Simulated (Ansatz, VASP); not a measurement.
**Os: VASP beside Ansatz**

Contents of INCAR:

```
SYSTEM = Os
PREC = Accurate
ENCUT = 520
EDIFF = 1E-8
ISMEAR = -1
SIGMA = 0.03
LREAL = .False.
LASPH = .True.
NELM = 80
ALGO = Normal
ISIF = 2
LWAVE = .False.
LCHARG = .False.
GGA = PS
LEFG = .True.
NBANDS = 10
```

Contents of KPOINTS:

```
regular mesh
0
Gamma
  14 14 14
  0 0 0
```

Contents of POSCAR:

```
Os
1.0
    0.0000000000      1.9319459154      1.9319459154
    1.9319459154      0.0000000000      1.9319459154
    1.9319459154      1.9319459154      0.0000000000
Os
1
Direct
    0.0000000000      0.0000000000      0.0000000000
```

Input for Ansatz:

```yaml
crystal:
  lattice:
    - [0.0, 1.9319459154, 1.9319459154]
    - [1.9319459154, 0.0, 1.9319459154]
    - [1.9319459154, 1.9319459154, 0.0]
  atoms:
    - { symbol: Os, position: [0.0, 0.0, 0.0] }
kpoints:
  mp_grid: { grid: [14, 14, 14] }
scf:
  occupations: { method: fermi_dirac, width: 0.03 }
hamiltonian:
  xc: pbesol
  pseudopotentials: { kind: all_electron, datasets: crystal }
output:
  forces: true
  stress: true
  eigenvalues: true
  efg: { contact_densities: true }
```

Change from the starting cell: volume scaled by 0.98, crystal datasets.

Alike in both runs: task electric field gradients; functional PBEsol; k mesh 14 × 14 × 14; occupations fermi-dirac, width 0.03 eV; no spin polarisation.

|  | VASP | Ansatz |
| --- | --- | --- |
| version | VASP 6.6.1 | Ansatz 0.2.0 |
| potentials or method | VASP PAW PBE potentials, release 64 (Os), cutoff 520 eV | all-electron PAW with datasets made for the crystal, scalar-relativistic |

```csv
,VASP,Ansatz,Ansatz less VASP
pressure (GPa),-12.9,-13.0,-0.12
```

VASP's potentials were made for PBE, not for PBEsol. Ansatz ran all-electron here, and VASP with PAW potentials.

Neither program's run includes spin-orbit coupling.
